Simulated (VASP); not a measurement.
## NaI: relaxation of cell and atoms with revPBE

NaI:

```
Na I
1.0
     0.00000    3.13109    3.13109
     3.13109    0.00000    3.13109
     3.13109    3.13109    0.00000
Na I
1 1
Direct
  0.00000 0.00000 0.00000
  0.50000 0.50000 0.50000
```

- Program: VASP 6.6.1
- Task: relaxation of cell and atoms
- Functional: revPBE
- Potentials or basis: VASP PAW PBE potentials, release 64 (Na_pv, I)
- Cutoff: 500 eV
- k mesh: 6 × 6 × 6, shifted
- Occupations: gaussian, width 0.01 eV
- Spin: no spin polarisation
- Target pressure: 5 GPa
- Dipole correction: no
- Further INCAR settings: ALGO = Normal; EDIFF = 1e-07; ISYM = -1; IBRION = 2; EDIFFG = -0.002; NSW = 100; ISIF = 3

```
Relaxed volume                                             : 29.52 Å³/atom
Relaxed cell                                               : a = 4.370 Å, b = 4.370 Å, c = 4.370 Å, α = 60.00°, β = 60.00°, γ = 60.00°
Space group after relaxing (to 0.1 Å)                      : Fm-3m (No. 225)
Energy change on relaxing (the run minimises the enthalpy) : +32.2 meV/atom
Ionic steps                                                : 3
Pressure after relaxing                                    : 5.0 GPa
Band gap on the k mesh                                     : 4.57 eV
```

The path:
| step | energy change (eV) | largest force (eV/Å) | pressure (GPa) | volume (Å³) |
| --- | --- | --- | --- | --- |
| 1 | 0.0000 | 0.0000 | 3.78 | 61.39 |
| 2 | 0.0548 | 0.0000 | 4.82 | 59.35 |
| 3 | 0.0644 | 0.0000 | 5.00 | 59.03 |

Final structure:
```cif
data_structure
_symmetry_space_group_name_H-M 'P 1'
_symmetry_Int_Tables_number 1
_cell_length_a 4.3704
_cell_length_b 4.3704
_cell_length_c 4.3704
_cell_angle_alpha 60.003
_cell_angle_beta 60.003
_cell_angle_gamma 60.003
_cell_volume 59.03
loop_
_atom_site_label
_atom_site_type_symbol
_atom_site_fract_x
_atom_site_fract_y
_atom_site_fract_z
_atom_site_occupancy
Na1 Na 0.00000 0.00000 0.00000 1
I1 I 0.50000 0.50000 0.50000 1
```

Levels at points of the mesh, in eV from the valence-band top:
| k point | band 5 | band 6 | band 7 | band 8 | band 9 | band 10 |
| --- | --- | --- | --- | --- | --- | --- |
| (0.08, 0.08, 0.08) | -0.24 | 0.00 | 0.00 | 4.57 | 7.81 | 8.11 |

Run time: 49 s on 1 thread of Intel(R) Xeon(R) 6975P-C (Granite Rapids), with other jobs on the host, peak memory 0.23 GiB.

Caveat: the cell is relaxed towards a set pressure, so the run minimises the enthalpy, not the energy; the PAW data sets were made with another functional, which shifts forces and pressure a little; spin-orbit coupling is left out, which moves the levels of the heavy elements; a shifted mesh leaves out Γ, where band edges can lie. revPBE gaps usually lie below the measured ones, often by a third to a half.
